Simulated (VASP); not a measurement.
# Ag3IO (Pm-3m) in VASP: notebook

The runs below take Ag3IO through single point, relaxation of cell and atoms, with PBE.

Everything below comes from runs of VASP 6.6.1. Logs are shortened: lines on timing, memory, paths and dates and some standing lists are left out, and cuts for length are marked.

### 1 The cell of the first run

Symmetry: Pm-3m, No. 221, cubic system. The conventional cell has a = 4.659 Å, b = 4.659 Å, c = 4.659 Å, α = 90.00°, β = 90.00°, γ = 90.00°. Ag (site symmetry 4/mmm) has 2 O at 2.33 Å within 3.1 Å. Within 4.3 Å of I (site symmetry m-3m) lie 12 Ag at 3.29 Å and 8 O at 4.03 Å. Within 3.1 Å of O (site symmetry m-3m) lie 6 Ag at 2.33 Å.

### 2 Single point, PBE

Input file INCAR:

```
SYSTEM = Ag3IO
ALGO     = Normal         ! electronic algorithm
EDIFF    = 1E-6           ! SCF threshold, eV
ENCUT    = 520            ! plane-wave cutoff, eV
GGA      = PE             ! functional
ISIF     = 2              ! what is computed and relaxed
ISMEAR   = 0              ! smearing method
LASPH    = .True.         ! aspherical terms in the spheres
LCHARG   = .True.         ! write CHGCAR
LELF     = .True.         ! ELF
LREAL    = .False.        ! projectors in reciprocal space
LVHAR    = .True.       
LWAVE    = .False.        ! write WAVECAR
NBANDS   = 31             ! bands
NELM     = 100            ! most SCF steps
PREC     = Accurate       ! precision mode
SIGMA    = 0.1            ! smearing width, eV
```

Input file KPOINTS:

```
k-points
0
Gamma
  8 8 8
  0 0 0
```

Input file POSCAR:

```
Ag3IO
1.0
    4.6586357733      0.0000000000      0.0000000000
    0.0000000000      4.6586357733      0.0000000000
    0.0000000000      0.0000000000      4.6586357733
Ag I O
3 1 1
Direct
    0.5000000000      0.0000000000      0.0000000000
    0.0000000000      0.5000000000      0.0000000000
    0.0000000000      0.0000000000      0.5000000000
    0.5000000000      0.5000000000      0.5000000000
    0.0000000000      0.0000000000      0.0000000000
```

Potentials or basis: VASP PAW PBE potentials, release 64 (Ag, I, O).

On the command line:

```sh
> cat potpaw_PBE.64/Ag/POTCAR potpaw_PBE.64/I/POTCAR potpaw_PBE.64/O/POTCAR > POTCAR
> mpirun -np 1 vasp_std > vasp.out
```

OUTCAR:

```text
SYSTEM = Ag3IO
   EDIFF = 1E-6
   ENCUT = 520
   GGA = PE
   ISIF = 2
   ISMEAR = 0
   LASPH = .True.
   LREAL = .False.
   NELM = 100
   PREC = Accurate

 ion  position               nearest neighbor table
   1  0.500  0.000  0.000-   5 2.33   5 2.33   4 3.29   2 3.29   3 3.29   4 3.29   2 3.29   4 3.29
                             4 3.29   2 3.29   3 3.29   3 3.29   3 3.29   2 3.29
   2  0.000  0.500  0.000-   5 2.33   5 2.33   4 3.29   1 3.29   3 3.29   4 3.29   1 3.29   3 3.29
                             3 3.29   3 3.29   1 3.29   4 3.29   4 3.29   1 3.29
   3  0.000  0.000  0.500-   5 2.33   5 2.33   4 3.29   1 3.29   1 3.29   2 3.29   2 3.29   2 3.29
                             4 3.29   2 3.29   1 3.29   4 3.29   1 3.29   4 3.29
   4  0.500  0.500  0.500-   1 3.29   2 3.29   3 3.29   1 3.29   2 3.29   1 3.29   3 3.29   1 3.29
                             2 3.29   3 3.29   2 3.29   3 3.29
   5  0.000  0.000  0.000-   1 2.33   2 2.33   3 2.33   3 2.33   2 2.33   1 2.33

  LATTYP: Found a simple cubic cell.
 ALAT       =     4.6586357733

  Lattice vectors:

 A1 = (   4.6586357733,   0.0000000000,   0.0000000000)
 A2 = (   0.0000000000,   4.6586357733,   0.0000000000)
 A3 = (   0.0000000000,   0.0000000000,   4.6586357733)

Analysis of symmetry for initial positions (statically):
=====================================================================
 Subroutine PRICEL returns:
 Original cell was already a primitive cell.

 Routine SETGRP: Setting up the symmetry group for a
 simple cubic supercell.

 Subroutine GETGRP returns: Found 48 space group operations
 (whereof 48 operations were pure point group operations)
 out of a pool of 48 trial point group operations.

The static configuration has the point symmetry O_h .

Analysis of symmetry for dynamics (positions and initial velocities):
=====================================================================
 Subroutine PRICEL returns:
 Original cell was already a primitive cell.

 Routine SETGRP: Setting up the symmetry group for a
 simple cubic supercell.

 Subroutine GETGRP returns: Found 48 space group operations
 (whereof 48 operations were pure point group operations)
 out of a pool of 48 trial point group operations.

The dynamic configuration has the point symmetry O_h .

 Subroutine INISYM returns: Found 48 space group operations
 (whereof 48 operations are pure point group operations),
 and found     1 'primitive' translations

----------------------------------------------------------------------------------------

                                     Primitive cell

  volume of cell :     101.1058

  direct lattice vectors                    reciprocal lattice vectors
     4.658635773  0.000000000  0.000000000     0.214655116  0.000000000  0.000000000
     0.000000000  4.658635773  0.000000000     0.000000000  0.214655116  0.000000000
     0.000000000  0.000000000  4.658635773     0.000000000  0.000000000  0.214655116

  length of vectors
     4.658635773  4.658635773  4.658635773     0.214655116  0.214655116  0.214655116

  position of ions in fractional coordinates (direct lattice)
     0.500000000  0.000000000  0.000000000
     0.000000000  0.500000000  0.000000000
     0.000000000  0.000000000  0.500000000
     0.500000000  0.500000000  0.500000000
     0.000000000  0.000000000  0.000000000

  ion indices of the primitive-cell ions
   primitive index   ion index
                 1           1
                 2           2
                 3           3
                 4           4
                 5           5

----------------------------------------------------------------------------------------

 KPOINTS: k-points

Automatic generation of k-mesh.
 Grid dimensions read from file:
 generate k-points for:    8    8    8

 Generating k-lattice:

  Cartesian coordinates                     Fractional coordinates (reciprocal lattice)
     0.026831889  0.000000000  0.000000000     0.125000000  0.000000000  0.000000000
     0.000000000  0.026831889  0.000000000     0.000000000  0.125000000  0.000000000
     0.000000000  0.000000000  0.026831889     0.000000000  0.000000000  0.125000000

  Length of vectors
     0.026831889  0.026831889  0.026831889

  Shift w.r.t. Gamma in fractional coordinates (k-lattice)
     0.000000000  0.000000000  0.000000000

 Subroutine IBZKPT returns following result:
 ===========================================

 Found     35 irreducible k-points:

 Following reciprocal coordinates:
            Coordinates               Weight
  0.000000  0.000000  0.000000      1.000000
  0.125000  0.000000  0.000000      6.000000
  0.250000  0.000000  0.000000      6.000000
  0.375000  0.000000  0.000000      6.000000
  0.500000  0.000000  0.000000      3.000000
  0.125000  0.125000  0.000000     12.000000
[... 16 lines left out ...]
  0.375000  0.375000  0.125000     24.000000
  0.500000  0.375000  0.125000     24.000000
 [... further k-points ...]
   k-points           NKPTS =     35   k-points in BZ     NKDIM =     35   number of bands    NBANDS=     31
   number of dos      NEDOS =    301   number of ions     NIONS =      5
   total plane-waves  NPLWV =  46656
   dimension x,y,z NGX =    36 NGY =   36 NGZ =   36
   dimension x,y,z NGXF=    72 NGYF=   72 NGZF=   72
   ions per type =               3   1   1
   NGX,Y,Z   is equivalent  to a cutoff of  12.85, 12.85, 12.85 a.u.
   NGXF,Y,Z  is equivalent  to a cutoff of  25.69, 25.69, 25.69 a.u.
 SYSTEM =  Ag3IO
   PREC   = accura    normal or accurate (medium, high low for compatibility)
   ISTART =      0    job   : 0-new  1-cont  2-samecut
   ICHARG =      2    charge: 1-file 2-atom 10-const
   ISPIN  =      1    spin polarized calculation?
   LNONCOLLINEAR =      F non collinear calculations
   LSORBIT =      F    spin-orbit coupling
   LASPH  =      T    aspherical Exc in radial PAW
   ENCUT  =  520.0 eV  38.22 Ry    6.18 a.u.   8.66  8.66  8.66*2*pi/ulx,y,z
   NELM   =    100;   NELMIN=  2; NELMDL= -5     # of ELM steps
   EDIFF  = 0.1E-05   stopping-criterion for ELM
   LREAL  =      F    real-space projection
   EDIFFG = 0.1E-04   stopping-criterion for IOM
   NSW    =      0    number of steps for IOM
   IBRION =     -1    ionic relax: 0-MD 1-quasi-New 2-CG
   NFREE  =      0    steps in history (QN), initial steepest desc. (CG)
   ISIF   =      2    stress and relaxation
   ISYM   =      2    0-nonsym 1-usesym 2-fastsym
   POTIM  = 0.5000    time-step for ionic-motion
   TEBEG  =    0.0;   TEEND  =   0.0 temperature during run
   PSTRESS=    0.0 pullay stress
   NELECT =      46.0000    total number of electrons
   NUPDOWN=      -1.0000    fix difference up-down
   EMIN   =  10.00;   EMAX   =-10.00  energy-range for DOS
   EFERMI =   0.00;   METHOD = LEGACY
   ISMEAR =     0;   SIGMA  =   0.10  broadening in eV -4-tet -1-fermi 0-gaus
   EFERMI_NEDOS =   21; number of points for ismear=-14 and -15
   IALGO  =     38    algorithm
   IMIX   =      4    mixing-type and parameters
     AMIX     =   0.40;   BMIX     =  1.00
     AMIX_MAG =   1.60;   BMIX_MAG =  1.00
  volume/ion in A,a.u.               =      20.22       136.46
  Fermi-wavevector in a.u.,A,eV,Ry     =   1.259125  2.379400 21.570603  1.585395
  Thomas-Fermi vector in A             =   2.392700
   LORBIT       =      0    0 simple, 1 ext, 2 COOP (PROOUT), +10 PAW based schemes
   GGA     = PE    functional components
   LHFCALC =     F    Hartree Fock is set to
   AEXX    =    0.0000 exact exchange contribution
   IVDW    =     0    specifies the selected vdW correction
   LEPSILON=     F    determine dielectric tensor
   LRPA    =     F    only Hartree local field effects (RPA)
 non-spin polarized calculation
 Gauss-broadening in eV      SIGMA  =   0.10
  energy-cutoff  :      520.00
  volume of cell :      101.11
 maximum number of plane-waves:      2800
 NGX is ok and might be reduce to    36
   NGX = 17   NGY = 17   NGZ = 17

 number of electron      46.0000015 magnetization

 Free energy of the ion-electron system (eV)
  ---------------------------------------------------
  ext. energy  EPLUGINS =         0.00000000
  ---------------------------------------------------
  free energy    TOTEN  =       -14.85452216 eV

  energy without entropy =      -14.85196299  energy(sigma->0) =      -14.85324257

 E-fermi :   5.6551     XC(G=0): -10.5806

 val. band max:        5.5635959145   @ k =   0.5000   0.5000   0.1250
 cond. band min:       5.6720318501   @ k =   0.5000   0.5000   0.0000
 fundamental gap:      0.1084359357
 Fermi energy:         5.6551072949

 k-point     1 :       0.0000    0.0000    0.0000
  band No.  band energies     occupation
      1     -11.7304      2.00000
      2      -7.3382      2.00000
      3       1.8267      2.00000
      4       1.8267      2.00000
      5       1.8267      2.00000
      6       1.9116      2.00000
[... 23 lines left out ...]
     30      14.1012      0.00000
     31      14.1012      0.00000

 k-point     2 :       0.1250    0.0000    0.0000
  band No.  band energies     occupation
      1     -11.7164      2.00000
      2      -7.3190      2.00000
      3       1.5701      2.00000
      4       1.7849      2.00000
      5       1.7849      2.00000
      6       1.8440      2.00000
[... 23 lines left out ...]
     30      13.2502      0.00000
     31      13.7377      0.00000

 k-point     3 :       0.2500    0.0000    0.0000
  band No.  band energies     occupation
      1     -11.6826      2.00000
      2      -7.2715      2.00000
      3       0.9960      2.00000
      4       1.4287      2.00000
      5       1.6769      2.00000
      6       1.6769      2.00000
[... 23 lines left out ...]
     30      12.8849      0.00000
     31      13.7244      0.00000

 k-point     4 :       0.3750    0.0000    0.0000
  band No.  band energies     occupation
      1     -11.6483      2.00000
      2      -7.2226      2.00000
      3       0.6027      2.00000
      4       0.8879      2.00000
      5       1.5539      2.00000
      6       1.5539      2.00000
[... 23 lines left out ...]
     30      13.6172      0.00000
     31      13.8445      0.00000

 k-point     5 :       0.5000    0.0000    0.0000
  band No.  band energies     occupation
      1     -11.6339      2.00000
      2      -7.2019      2.00000
      3       0.4785      2.00000
      4       0.6731      2.00000
      5       1.5037      2.00000
      6       1.5037      2.00000
[... 23 lines left out ...]
     30      13.9057      0.00000
     31      13.9057      0.00000
[... 542 lines left out ...]
     30      13.2374      0.00000
     31      14.4090      0.00000

 k-point    22 :       0.5000    0.2500    0.1250
  band No.  band energies     occupation
      1     -11.5740      2.00000
      2      -7.1390      2.00000
      3       0.3488      2.00000
      4       0.5099      2.00000
      5       1.0630      2.00000
      6       1.2350      2.00000
[... 23 lines left out ...]
     30      13.3917      0.00000
     31      14.2559      0.00000

 k-point    23 :       0.3750    0.3750    0.1250
  band No.  band energies     occupation
      1     -11.5546      2.00000
      2      -7.1197      2.00000
      3       0.3287      2.00000
      4       0.3296      2.00000
      5       1.0334      2.00000
      6       1.1867      2.00000
[... 23 lines left out ...]
     30      13.6281      0.00000
     31      14.6104      0.00000

 k-point    24 :       0.5000    0.3750    0.1250
  band No.  band energies     occupation
      1     -11.5406      2.00000
      2      -7.1043      2.00000
      3       0.1998      2.00000
      4       0.2643      2.00000
      5       1.0361      2.00000
      6       1.2158      2.00000
[... 23 lines left out ...]
     30      14.1973      0.00000
     31      14.4520      0.00000

 [... further k-points ...]
[... 5 lines left out ...]
  --------------------------------------------------------------------------------------
  -------------------------------------------------------------------------------------
  Total       -0.0612053     -0.0612053     -0.0612053      0.0000000     -0.0000000      0.0000000
  in kB       -0.9698920     -0.9698920     -0.9698920      0.0000000     -0.0000000      0.0000000
  external PRESSURE =      -0.9698920 kB  Pullay stress =       0.0000000 kB

 VOLUME and BASIS-vectors are now :
 -----------------------------------------------------------------------------
  energy-cutoff  :      520.00
  volume of cell :      101.11
      direct lattice vectors                 reciprocal lattice vectors
     4.658635773  0.000000000  0.000000000     0.214655116  0.000000000  0.000000000
     0.000000000  4.658635773  0.000000000     0.000000000  0.214655116  0.000000000
     0.000000000  0.000000000  4.658635773     0.000000000  0.000000000  0.214655116

 POSITION                                       TOTAL-FORCE (eV/Angst)
 -----------------------------------------------------------------------------------
      2.32932      0.00000      0.00000         0.000000      0.000000      0.000000
      0.00000      2.32932      0.00000         0.000000      0.000000      0.000000
      0.00000      0.00000      2.32932         0.000000      0.000000      0.000000
      2.32932      2.32932      2.32932         0.000000      0.000000      0.000000
      0.00000      0.00000      0.00000         0.000000      0.000000      0.000000
 -----------------------------------------------------------------------------------
    total drift:                                0.000000      0.000000     -0.000000

  FREE ENERGIE OF THE ION-ELECTRON SYSTEM (eV)
  ---------------------------------------------------
  free  energy   TOTEN  =       -14.8545221581 eV

  energy  without entropy=      -14.8519629865  energy(sigma->0) =      -14.85324257
```

It took 34 s on 1 thread of Intel Xeon 6975P-C (Granite Rapids), shared host; peak memory 0.26 GiB.

Results:

- Free energy: -14.8545 eV
- Pressure: -0.1 GPa
- Band gap on the k mesh: zero (band 23 reaches 5.67 eV, above the bottom of band 24 at 4.89 eV)

Caveat: spin-orbit coupling is left out, which moves the levels of the heavy elements.

### 3 Relaxation of cell and atoms, PBE

Input file INCAR:

```
PREC = Accurate
ENCUT = 600
EDIFF = 1E-7
ISMEAR = 0
SIGMA = 0.1
LREAL = False
LASPH = True
NELM = 100
ALGO = Normal
ISIF = 3
LWAVE = False
LCHARG = False
GGA = PE
IBRION = 2
NSW = 100
EDIFFG = -0.01
```

Input file KPOINTS:

```
Automatic mesh
0
Gamma
  8 8 8
```

POSCAR is that of step 2.

Potentials or basis: VASP PAW PBE potentials, release 64 (Ag, I, O).

On the command line:

```sh
> cat potpaw_PBE.64/Ag/POTCAR potpaw_PBE.64/I/POTCAR potpaw_PBE.64/O/POTCAR > POTCAR
> mpirun -np 1 vasp_std > vasp.out
```

Wall time 84 s (1 thread of Intel Xeon 6975P-C (Granite Rapids), shared host); peak memory 0.33 GiB.

The run converged. Its results:

| Quantity | Value |
| --- | --- |
| Free energy | -14.8554 eV |
| Relaxed volume | 20.17 Å³/atom |
| Relaxed cell | a = 4.654 Å, b = 4.654 Å, c = 4.654 Å, α = 90.00°, β = 90.00°, γ = 90.00° |
| Space group after relaxing (to 0.05 Å) | Pm-3m (No. 221) |
| Energy gained by relaxing | 0.0 meV/atom |
| Ionic steps | 2 |
| Pressure after relaxing | 0.0 GPa |
| Band gap on the k mesh | zero (band 23 reaches 5.71 eV, above the bottom of band 24 at 4.93 eV) |

The path:
```tsv
step	energy change (eV)	largest force (eV/Å)	pressure (GPa)	volume (Å³)
1	0.0000	0.0000	-0.15	101.11
2	-0.0001	0.0000	0.02	100.83
```

Final structure:
```
Ag I O
1.0
     4.65441    0.00000    0.00000
     0.00000    4.65441    0.00000
     0.00000    0.00000    4.65441
Ag I O
3 1 1
Direct
  0.50000 0.00000 0.00000
  0.00000 0.50000 0.00000
  0.00000 0.00000 0.50000
  0.50000 0.50000 0.50000
  0.00000 0.00000 0.00000
```

Levels at points of the mesh, in eV from the Fermi level:
| k point | band 19 | band 20 | band 21 | band 22 | band 23 | band 24 | band 25 | band 26 | band 27 |
| --- | --- | --- | --- | --- | --- | --- | --- | --- | --- |
| (0.00, 0.00, 0.00) | -2.21 | -2.21 | -2.16 | -2.16 | -2.16 | -0.77 | 3.28 | 3.28 | 7.37 |
| (0.50, 0.00, 0.00) | -1.90 | -1.79 | -1.79 | -1.23 | -1.23 | 2.96 | 3.19 | 4.45 | 4.48 |
| (0.50, 0.50, 0.00) | -2.12 | -1.36 | -0.61 | 0.02 | 0.02 | 0.60 | 2.44 | 5.39 | 5.40 |
| (0.50, 0.50, 0.50) | -2.35 | -2.35 | -0.68 | -0.68 | -0.68 | 3.77 | 3.77 | 3.77 | 5.24 |

Caveat: spin-orbit coupling is left out, which moves the levels of the heavy elements.
